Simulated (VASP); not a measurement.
# Na (Im-3m) in VASP: further runs

The runs below take Na through single point, with PBEsol.

All numbers are computed with VASP 6.6.1; they aren't measurements. Logs are shortened: lines on timing, memory, paths and dates and some standing lists are left out, and cuts for length are marked.

## 1. The cell of the first run

It takes space group Im-3m (No. 229, cubic). Conventional cell: a = 3.871 Å, b = 3.871 Å, c = 3.871 Å, α = 90.00°, β = 90.00°, γ = 90.00°. Within 4.4 Å of Na (site symmetry m-3m) lie 14 Na at 3.35 to 3.87 Å.

## 2. Single point, PBEsol (29.00 Å³/atom)

INCAR reads:

```
SYSTEM = Na
PREC = Accurate
ENCUT = 520
EDIFF = 1E-6
ISMEAR = -1
SIGMA = 0.05
LREAL = .FALSE.
LASPH = .TRUE.
NELM = 100
ALGO = Normal
ISIF = 2
LWAVE = .FALSE.
LCHARG = .FALSE.
GGA = PS
NBANDS = 10
```

KPOINTS reads:

```
regular mesh
0
G
  13 13 13
  0 0 0
```

POSCAR reads:

```
Na
1.0
   -1.9353493305      1.9353493305      1.9353493305
    1.9353493305     -1.9353493305      1.9353493305
    1.9353493305      1.9353493305     -1.9353493305
Na
1
Direct
    0.0000000000      0.0000000000      0.0000000000
```

Potentials or basis: VASP PAW PBE potentials, release 64 (Na_pv).

Run with:

```bash
$ cat potpaw_PBE.64/Na_pv/POTCAR > POTCAR
$ mpirun -np 1 vasp_std > vasp.out
```

OUTCAR:

```text
SYSTEM = Na
   PREC = Accurate
   ENCUT = 520
   EDIFF = 1E-6
   ISMEAR = -1
   LREAL = .FALSE.
   LASPH = .TRUE.
   NELM = 100
   ISIF = 2
   GGA = PS

 ion  position               nearest neighbor table
   1  0.000  0.000  0.000-

  LATTYP: Found a body centered cubic cell.
 ALAT       =     3.8706986610

  Lattice vectors:

 A1 = (  -1.9353493305,   1.9353493305,   1.9353493305)
 A2 = (   1.9353493305,  -1.9353493305,   1.9353493305)
 A3 = (   1.9353493305,   1.9353493305,  -1.9353493305)

Analysis of symmetry for initial positions (statically):
=====================================================================
 Subroutine PRICEL returns:
 Original cell was already a primitive cell.

 Routine SETGRP: Setting up the symmetry group for a
 body centered cubic supercell.

 Subroutine GETGRP returns: Found 48 space group operations
 (whereof 48 operations were pure point group operations)
 out of a pool of 48 trial point group operations.

The static configuration has the point symmetry O_h .

Analysis of symmetry for dynamics (positions and initial velocities):
=====================================================================
 Subroutine PRICEL returns:
 Original cell was already a primitive cell.

 Routine SETGRP: Setting up the symmetry group for a
 body centered cubic supercell.

 Subroutine GETGRP returns: Found 48 space group operations
 (whereof 48 operations were pure point group operations)
 out of a pool of 48 trial point group operations.

The dynamic configuration has the point symmetry O_h .

 Subroutine INISYM returns: Found 48 space group operations
 (whereof 48 operations are pure point group operations),
 and found     1 'primitive' translations

----------------------------------------------------------------------------------------

                                     Primitive cell

  volume of cell :      28.9960

  direct lattice vectors                    reciprocal lattice vectors
    -1.935349331  1.935349331  1.935349331     0.000000000  0.258351292  0.258351292
     1.935349331 -1.935349331  1.935349331     0.258351292  0.000000000  0.258351292
     1.935349331  1.935349331 -1.935349331     0.258351292  0.258351292  0.000000000

  length of vectors
     3.352123371  3.352123371  3.352123371     0.365363901  0.365363901  0.365363901

  position of ions in fractional coordinates (direct lattice)
     0.000000000  0.000000000  0.000000000

  ion indices of the primitive-cell ions
   primitive index   ion index
                 1           1

----------------------------------------------------------------------------------------

 KPOINTS: regular mesh

Automatic generation of k-mesh.
 Grid dimensions read from file:
 generate k-points for:   13   13   13

 Generating k-lattice:

  Cartesian coordinates                     Fractional coordinates (reciprocal lattice)
     0.000000000  0.019873176  0.019873176     0.076923077  0.000000000  0.000000000
     0.019873176  0.000000000  0.019873176     0.000000000  0.076923077  0.000000000
     0.019873176  0.019873176  0.000000000     0.000000000  0.000000000  0.076923077

  Length of vectors
     0.028104915  0.028104915  0.028104915

  Shift w.r.t. Gamma in fractional coordinates (k-lattice)
     0.000000000  0.000000000  0.000000000

 Subroutine IBZKPT returns following result:
 ===========================================

 Found     84 irreducible k-points:

 Following reciprocal coordinates:
            Coordinates               Weight
  0.000000  0.000000  0.000000      1.000000
  0.076923  0.000000  0.000000     12.000000
  0.153846  0.000000  0.000000     12.000000
  0.230769  0.000000  0.000000     12.000000
  0.307692  0.000000  0.000000     12.000000
  0.384615  0.000000  0.000000     12.000000
[... 16 lines left out ...]
  0.153846  0.076923  0.076923     24.000000
  0.230769  0.076923  0.076923     24.000000
 [... further k-points ...]
   k-points           NKPTS =     84   k-points in BZ     NKDIM =     84   number of bands    NBANDS=     10
   number of dos      NEDOS =    301   number of ions     NIONS =      1
   total plane-waves  NPLWV =  21952
   dimension x,y,z NGX =    28 NGY =   28 NGZ =   28
   dimension x,y,z NGXF=    56 NGYF=   56 NGZF=   56
   ions per type =               1
   NGX,Y,Z   is equivalent  to a cutoff of  13.89, 13.89, 13.89 a.u.
   NGXF,Y,Z  is equivalent  to a cutoff of  27.77, 27.77, 27.77 a.u.
 SYSTEM =  Na
   PREC   = accura    normal or accurate (medium, high low for compatibility)
   ISTART =      0    job   : 0-new  1-cont  2-samecut
   ICHARG =      2    charge: 1-file 2-atom 10-const
   ISPIN  =      1    spin polarized calculation?
   LNONCOLLINEAR =      F non collinear calculations
   LSORBIT =      F    spin-orbit coupling
   LASPH  =      T    aspherical Exc in radial PAW
   ENCUT  =  520.0 eV  38.22 Ry    6.18 a.u.   6.23  6.23  6.23*2*pi/ulx,y,z
   NELM   =    100;   NELMIN=  2; NELMDL= -5     # of ELM steps
   EDIFF  = 0.1E-05   stopping-criterion for ELM
   LREAL  =      F    real-space projection
   EDIFFG = 0.1E-04   stopping-criterion for IOM
   NSW    =      0    number of steps for IOM
   IBRION =     -1    ionic relax: 0-MD 1-quasi-New 2-CG
   NFREE  =      0    steps in history (QN), initial steepest desc. (CG)
   ISIF   =      2    stress and relaxation
   ISYM   =      2    0-nonsym 1-usesym 2-fastsym
   POTIM  = 0.5000    time-step for ionic-motion
   TEBEG  =    0.0;   TEEND  =   0.0 temperature during run
   PSTRESS=    0.0 pullay stress
   NELECT =       7.0000    total number of electrons
   NUPDOWN=      -1.0000    fix difference up-down
   EMIN   =  10.00;   EMAX   =-10.00  energy-range for DOS
   EFERMI =   0.00;   METHOD = LEGACY
   ISMEAR =    -1;   SIGMA  =   0.05  broadening in eV -4-tet -1-fermi 0-gaus
   EFERMI_NEDOS =   21; number of points for ismear=-14 and -15
   IALGO  =     38    algorithm
   IMIX   =      4    mixing-type and parameters
     AMIX     =   0.40;   BMIX     =  1.00
     AMIX_MAG =   1.60;   BMIX_MAG =  1.00
  volume/ion in A,a.u.               =      29.00       195.67
  Fermi-wavevector in a.u.,A,eV,Ry     =   1.019361  1.926314 14.137780  1.039097
  Thomas-Fermi vector in A             =   2.152871
   LORBIT       =      0    0 simple, 1 ext, 2 COOP (PROOUT), +10 PAW based schemes
   GGA     = PS    functional components
   LHFCALC =     F    Hartree Fock is set to
   AEXX    =    0.0000 exact exchange contribution
   IVDW    =     0    specifies the selected vdW correction
   LEPSILON=     F    determine dielectric tensor
   LRPA    =     F    only Hartree local field effects (RPA)
 non-spin polarized calculation
  energy-cutoff  :      520.00
  volume of cell :       29.00
 maximum number of plane-waves:       790
 NGX is ok and might be reduce to    28
   NGX = 13   NGY = 13   NGZ = 13

 number of electron       6.9999995 magnetization

 Free energy of the ion-electron system (eV)
  ---------------------------------------------------
  ext. energy  EPLUGINS =         0.00000000
  ---------------------------------------------------
  free energy    TOTEN  =        -1.34900891 eV

  energy without entropy =       -1.34498421  energy(sigma->0) =       -1.34699656

 E-fermi :   1.1451     XC(G=0):  -7.1904

 val. band max:        1.0607106725   @ k =  -0.3077   0.3077   0.3077
 cond. band min:       1.1670585442   @ k =  -0.3846   0.4615   0.0769
 fundamental gap:      0.1063478717
 Fermi energy:         1.1451416553

 k-point     1 :       0.0000    0.0000    0.0000
  band No.  band energies     occupation
      1     -23.5304      2.00000
      2     -23.5304      2.00000
      3     -23.5304      2.00000
      4      -2.7347      2.00000
      5      14.5208      0.00000
      6      14.5208      0.00000
      7      14.5208      0.00000
      8      15.6902      0.00000
      9      15.6902      0.00000
     10      16.3504      0.00000

 k-point     2 :       0.0769    0.0000    0.0000
  band No.  band energies     occupation
      1     -23.5353      2.00000
      2     -23.5319      2.00000
      3     -23.5304      2.00000
      4      -2.6104      2.00000
      5      13.0426      0.00000
      6      13.7607      0.00000
      7      14.2149      0.00000
      8      14.8457      0.00000
      9      15.0992      0.00000
     10      17.0243      0.00000

 k-point     3 :       0.1538    0.0000    0.0000
  band No.  band energies     occupation
      1     -23.5489      2.00000
      2     -23.5362      2.00000
      3     -23.5304      2.00000
      4      -2.2399      2.00000
      5      10.7448      0.00000
      6      12.6913      0.00000
      7      13.6175      0.00000
      8      13.8815      0.00000
      9      14.8982      0.00000
     10      17.4391      0.00000

 k-point     4 :       0.2308    0.0000    0.0000
  band No.  band energies     occupation
      1     -23.5680      2.00000
      2     -23.5423      2.00000
      3     -23.5305      2.00000
      4      -1.6302      2.00000
      5       8.5579      0.00000
      6      11.7837      0.00000
      7      13.0408      0.00000
      8      13.0942      0.00000
      9      14.5229      0.00000
     10      17.7623      0.00000

 k-point     5 :       0.3077    0.0000    0.0000
  band No.  band energies     occupation
      1     -23.5880      2.00000
      2     -23.5487      2.00000
      3     -23.5306      2.00000
      4      -0.7919      2.00000
      5       6.5408      0.00000
      6      11.0914      0.00000
      7      12.5030      0.00000
      8      12.5833      0.00000
      9      14.0635      0.00000
     10      18.4755      0.00000

 k-point     6 :       0.3846    0.0000    0.0000
  band No.  band energies     occupation
      1     -23.6044      2.00000
      2     -23.5541      2.00000
      3     -23.5306      2.00000
      4       0.2600      2.00000
      5       4.7082      0.00000
      6      10.6268      0.00000
      7      12.1100      0.00000
      8      12.2725      0.00000
      9      13.6817      0.00000
     10      19.1074      0.00000
[... 183 lines left out ...]
 k-point    21 :       0.3077    0.3077    0.0000
  band No.  band energies     occupation
      1     -23.5941      2.00000
      2     -23.5809      2.00000
      3     -23.5406      2.00000
      4       2.7551      0.00000
      5       3.9046      0.00000
      6       5.1387      0.00000
      7      10.6378      0.00000
      8      15.3418      0.00000
      9      16.1121      0.00000
     10      18.1532      0.00000

 k-point    22 :       0.0769    0.0769    0.0769
  band No.  band energies     occupation
      1     -23.5584      2.00000
      2     -23.5339      2.00000
      3     -23.5339      2.00000
      4      -1.9949      2.00000
      5      10.5998      0.00000
      6      10.5998      0.00000
      7      12.4130      0.00000
      8      15.8218      0.00000
      9      15.8218      0.00000
     10      17.0626      0.00000

 k-point    23 :       0.1538    0.0769    0.0769
  band No.  band energies     occupation
      1     -23.5745      2.00000
      2     -23.5402      2.00000
      3     -23.5342      2.00000
      4      -1.3889      2.00000
      5       8.6282      0.00000
      6       9.7188      0.00000
      7      11.5233      0.00000
      8      15.5408      0.00000
      9      16.0350      0.00000
     10      18.0780      0.00000

 k-point    24 :       0.2308    0.0769    0.0769
  band No.  band energies     occupation
      1     -23.5901      2.00000
      2     -23.5483      2.00000
      3     -23.5346      2.00000
      4      -0.5557      2.00000
      5       6.6928      0.00000
      6       9.0581      0.00000
      7      10.8809      0.00000
      8      14.9827      0.00000
      9      15.9477      0.00000
     10      18.6701      0.00000

 [... further k-points ...]

------------------------ aborting loop because EDIFF is reached ----------------------------------------

  FORCE on cell =-STRESS in cart. coord.  units (eV):
  Direction    XX          YY          ZZ          XY          YZ          ZX
  --------------------------------------------------------------------------------------
  -------------------------------------------------------------------------------------
  Total        0.4741050      0.4741050      0.4741050     -0.0000000     -0.0000000      0.0000000
  in kB       26.1967289     26.1967289     26.1967289     -0.0000000     -0.0000000      0.0000000
  external PRESSURE =      26.1967289 kB  Pullay stress =       0.0000000 kB

 VOLUME and BASIS-vectors are now :
 -----------------------------------------------------------------------------
  energy-cutoff  :      520.00
  volume of cell :       29.00
      direct lattice vectors                 reciprocal lattice vectors
    -1.935349331  1.935349331  1.935349331     0.000000000  0.258351292  0.258351292
     1.935349331 -1.935349331  1.935349331     0.258351292  0.000000000  0.258351292
     1.935349331  1.935349331 -1.935349331     0.258351292  0.258351292  0.000000000

 POSITION                                       TOTAL-FORCE (eV/Angst)
 -----------------------------------------------------------------------------------
      0.00000      0.00000      0.00000        -0.000000      0.000000      0.000000
 -----------------------------------------------------------------------------------
    total drift:                                0.000000     -0.000000      0.000000

  FREE ENERGIE OF THE ION-ELECTRON SYSTEM (eV)
  ---------------------------------------------------
  free  energy   TOTEN  =        -1.3490089116 eV

  energy  without entropy=       -1.3449842051  energy(sigma->0) =       -1.34699656
```

Wall time 34 s (1 thread of AMD EPYC 7R13, shared host); peak memory 0.13 GiB.

What came out:

* Free energy: -1.3490 eV
* Pressure: 2.6 GPa
* Band gap on the k mesh: zero (an odd number of electrons rules out a gap without spin polarisation)

Caveat: the PAW data sets were made with another functional, which shifts forces and pressure a little.

## 3. Single point, PBEsol (29.00 Å³/atom)

INCAR reads:

```
  PREC = Accurate
  ENCUT = 520
  EDIFF = 1E-7
  ISMEAR = -1
  SIGMA = 0.05
  LREAL = F
  LASPH = T
  NELM = 100
  ALGO = Normal
  ISIF = 2
  LWAVE = F
  LCHARG = F
  GGA = PS
  NBANDS = 10
```

KPOINTS reads:

```
regular mesh
0
Gamma
  13 13 13
```

POSCAR is that of step 2.

Potentials or basis: VASP PAW PBE potentials, release 64 (Na_pv).

Run with:

```bash
$ cat potpaw_PBE.64/Na_pv/POTCAR > POTCAR
$ mpirun -np 1 vasp_std > vasp.out
```

It took 33 s on 1 thread of AMD EPYC 7R13, shared host; peak memory 0.13 GiB.

Results (log left out):

```yaml
Free_energy: -1.3490 eV
Pressure: 2.7 GPa
Band_gap_on_the_k_mesh: zero (an odd number of electrons rules out a gap without spin polarisation)
```

Levels at points of the mesh, in eV from the Fermi level:
| k point | band 1 | band 2 | band 3 | band 4 | band 5 | band 6 | band 7 | band 8 |
| --- | --- | --- | --- | --- | --- | --- | --- | --- |
| (0.00, 0.00, 0.00) | -24.68 | -24.68 | -24.68 | -3.88 | 13.38 | 13.38 | 13.38 | 14.54 |

Caveat: the PAW data sets were made with another functional, which shifts forces and pressure a little.

## 4. Single point, PBEsol (32.62 Å³/atom)

This run uses another cell than the first one, of 32.62 Å³/atom.

INCAR reads:

```
SYSTEM = Na
PREC = Accurate
ENCUT = 520
EDIFF = 1E-6
ISMEAR = -1
SIGMA = 0.05
LREAL = .False.
LASPH = .True.
NELM = 60
ALGO = Normal
ISIF = 2
LWAVE = .False.
LCHARG = .True.
GGA = PS
LELF = .True.
LVHAR = .True.
NBANDS = 10
```

KPOINTS reads:

```
Automatic mesh
0
Gamma
  13 13 13
  0 0 0
```

POSCAR reads:

```
Na
1.0
   -2.0128444172      2.0128444172      2.0128444172
    2.0128444172     -2.0128444172      2.0128444172
    2.0128444172      2.0128444172     -2.0128444172
Na
1
Direct
    0.0000000000      0.0000000000      0.0000000000
```

Run with:

```bash
$ cat potpaw_PBE.64/Na_pv/POTCAR > POTCAR
$ mpirun -np 1 vasp_std > vasp.out
```

Wall time 36 s (1 thread of AMD EPYC 7R13, shared host); peak memory 0.13 GiB.

It converged, with:

| Quantity | Value |
| --- | --- |
| Free energy | -1.3895 eV |
| Pressure | 1.0 GPa |
| Band gap on the k mesh | zero (an odd number of electrons rules out a gap without spin polarisation) |

Levels at points of the mesh, in eV from the Fermi level:
| k point | band 1 | band 2 | band 3 | band 4 | band 5 | band 6 | band 7 | band 8 |
| --- | --- | --- | --- | --- | --- | --- | --- | --- |
| (0.00, 0.00, 0.00) | -24.73 | -24.73 | -24.73 | -3.59 | 12.55 | 12.55 | 12.55 | 13.64 |

Caveat: the PAW data sets were made with another functional, which shifts forces and pressure a little.

## 5. Single point, PBEsol (32.62 Å³/atom)

This run uses another cell than the first one, of 32.62 Å³/atom.

INCAR reads:

```
PREC = Accurate
ENCUT = 520
EDIFF = 1E-6
ISMEAR = -1
SIGMA = 0.05
LREAL = False
LASPH = True
NELM = 80
ALGO = Normal
ISIF = 2
LWAVE = False
LCHARG = True
GGA = PS
LELF = True
LVHAR = True
NBANDS = 10
```

KPOINTS reads:

```
Automatic mesh
0
Gamma
  13 13 13
```

POSCAR is that of step 4.

Run with:

```bash
$ cat potpaw_PBE.64/Na_pv/POTCAR > POTCAR
$ mpirun -np 1 vasp_std > vasp.out
```

Run time: 35 s. Hardware: 1 thread of AMD EPYC 7R13, shared host; peak memory 0.13 GiB.

Results (log left out):

```yaml
Free_energy: -1.3895 eV
Pressure: 1.0 GPa
Band_gap_on_the_k_mesh: zero (an odd number of electrons rules out a gap without spin polarisation)
```

Levels at points of the mesh, in eV from the Fermi level:
| k point | band 1 | band 2 | band 3 | band 4 | band 5 | band 6 | band 7 |
| --- | --- | --- | --- | --- | --- | --- | --- |
| (0.00, 0.00, 0.00) | -24.73 | -24.73 | -24.73 | -3.59 | 12.55 | 12.55 | 12.55 |

Caveat: the PAW data sets were made with another functional, which shifts forces and pressure a little.

## 6. Single point, PBEsol

This run uses another cell than the first one, of 36.24 Å³/atom.

INCAR reads:

```
SYSTEM = Na
ALGO = Normal ; EDIFF = 1E-7
ENCUT = 520 ; GGA = PS
ISIF = 2 ; ISMEAR = -1
LASPH = .TRUE. ; LCHARG = .TRUE.
LELF = .TRUE. ; LREAL = .FALSE.
LVHAR = .TRUE. ; LWAVE = .FALSE.
NBANDS = 10 ; NELM = 80
PREC = Accurate ; SIGMA = 0.05
```

KPOINTS reads:

```
k-points
0
G
  13 13 13
  0 0 0
```

POSCAR reads:

```
Na
1.0
   -2.0847918675      2.0847918675      2.0847918675
    2.0847918675     -2.0847918675      2.0847918675
    2.0847918675      2.0847918675     -2.0847918675
Na
1
Direct
    0.0000000000      0.0000000000      0.0000000000
```

Potentials or basis: VASP PAW PBE potentials, release 64 (Na_pv).

Run with:

```bash
$ cat potpaw_PBE.64/Na_pv/POTCAR > POTCAR
$ mpirun -np 1 vasp_std > vasp.out
```

Wall time 39 s (1 thread of AMD EPYC 7R13, shared host); peak memory 0.13 GiB.

Results (log left out):

```yaml
Free_energy: -1.4005 eV
Pressure: 0.0 GPa
Band_gap_on_the_k_mesh: zero (an odd number of electrons rules out a gap without spin polarisation)
```

Levels at points of the mesh, in eV from the Fermi level:
```csv
k point,band 1,band 2,band 3,band 4,band 5,band 6,band 7,band 8
"(0.00, 0.00, 0.00)",-24.80,-24.80,-24.80,-3.36,11.85,11.85,11.85,12.87
```

Caveat: the PAW data sets were made with another functional, which shifts forces and pressure a little.

## 7. The runs side by side

| cell | gap on the mesh (eV) | pressure (GPa) |
| --- | --- | --- |
| a = 3.352 Å, angles 109.5°, 1 atom | none | 2.7 |
| a = 3.486 Å, angles 109.5°, 1 atom | none | 1.0 |
| a = 3.611 Å, angles 109.5°, 1 atom | none | 0.0 |

Alike in all rows: task single point; level PBEsol; potentials or basis VASP PAW PBE potentials, release 64 (Na_pv); no spin polarisation; k mesh 13 × 13 × 13; cutoff (eV) 520; smearing fermi-dirac 0.05 eV.

Caveats: the PAW data sets were made with another functional, which shifts forces and pressure a little.

Total energies depend on the potentials used, so only differences within one code and one set of settings carry meaning.
